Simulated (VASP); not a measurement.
Write the native input for VASP 6.6.1 that does the following.

- Task: single point
- Functional: PBE
- Potentials or basis: VASP PAW PBE potentials, release 64 (Hg, O)
- Cutoff: 600 eV
- k mesh: 4 × 4 × 4
- Occupations: gaussian, width 0.15 eV
- Spin: no spin polarisation
- Dipole correction: no
- Further INCAR settings: ALGO = Normal; EDIFF = 1e-06; NBANDS = 22

The structure of Hg2O lies in POSCAR:

```
Hg2O
1.0
    0.0000000000      3.0425049216      3.0425049216
    3.0425049216      0.0000000000      3.0425049216
    3.0425049216      3.0425049216      0.0000000000
Hg O
2 1
Direct
    0.7500000000      0.7500000000      0.7500000000
    0.2500000000      0.2500000000      0.2500000000
    0.0000000000      0.0000000000      0.0000000000
```

One way to write it, as run:

INCAR

```
SYSTEM = Hg2O
ALGO = Normal ; EDIFF = 1E-6
ENCUT = 600 ; GGA = PE
GGA_COMPAT = .FALSE. ; ISIF = 2
ISMEAR = 0 ; LASPH = .TRUE.
LCHARG = .FALSE. ; LREAL = .FALSE.
LWAVE = .FALSE. ; NBANDS = 22
NELM = 120 ; PREC = Accurate
SIGMA = 0.15
```

KPOINTS

```
k-points
0
G
  4 4 4
  0 0 0
```

Potentials or basis: VASP PAW PBE potentials, release 64 (Hg, O).

Run with:

```bash
$ cat potpaw_PBE.64/Hg/POTCAR potpaw_PBE.64/O/POTCAR > POTCAR
$ mpirun -np 1 vasp_std > vasp.out
```

Results of the run:

```
Pressure               : 0.3 GPa
Band gap on the k mesh : zero (band 15 reaches 3.05 eV, above the bottom of band 16 at 2.88 eV)
```

Caveat: the k points lie up to 0.45 Å⁻¹ apart; spin-orbit coupling is left out, which moves the levels of the heavy elements.

Wall time 9.7 s on 1 thread of Intel(R) Xeon(R) 6975P-C (Granite Rapids) (shared host), peak memory 0.2 GiB.
